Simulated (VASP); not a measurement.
Crystal: TiRh.

```xyz
2
Lattice="2.9660 0.0000 0.0000 0.0000 2.9660 0.0000 0.0000 0.0000 3.4066" Properties=species:S:1:pos:R:3 pbc="T T T"
Ti    1.4830    1.4830    1.7033
Rh    0.0000    0.0000    0.0000
```

```yaml
Program: VASP 6.6.1
Task: relaxation of cell and atoms
Functional: LDA
Potentials_or_basis: VASP PAW LDA potentials, release 64 (Ti_sv, Rh_pv)
Cutoff: 600 eV
k_mesh: 14 × 14 × 12
Occupations: fermi-dirac, width 0.1 eV
Spin: no spin polarisation
```

At the start: pressure -11.9 GPa; volume 14.98 Å³/atom.

Q: How do energy, volume and symmetry change on relaxing?

A: Over 9 steps the energy falls by 34.9 meV/atom and the volume is 14.10 Å³/atom (-5.9 %); space group P4/mmm (No. 123, to 0.05 Å).

Step by step:
```tsv
step	energy change (eV)	largest force (eV/Å)	pressure (GPa)	volume (Å³)
1	0.0000	0.0000	-11.89	29.97
2	0.1626	0.0000	29.22	25.40
3	-0.0695	0.0000	-0.43	28.25
4	-0.0696	0.0000	-0.07	28.20
5	-0.0696	0.0000	0.21	28.17
6	-0.0697	0.0000	-0.30	28.23
7	-0.0697	0.0000	-0.22	28.22
8	-0.0698	0.0000	-0.11	28.20
9	-0.0698	0.0000	-0.05	28.19
```

Final structure:
```yaml
crystal:
  lattice:
    - [2.90092, 0.00000, 0.00000]
    - [0.00000, 2.90092, 0.00000]
    - [0.00000, 0.00000, 3.35032]
  atoms:
    - { symbol: Ti, position: [0.50000, 0.50000, 0.50000] }
    - { symbol: Rh, position: [0.00000, 0.00000, 0.00000] }
```
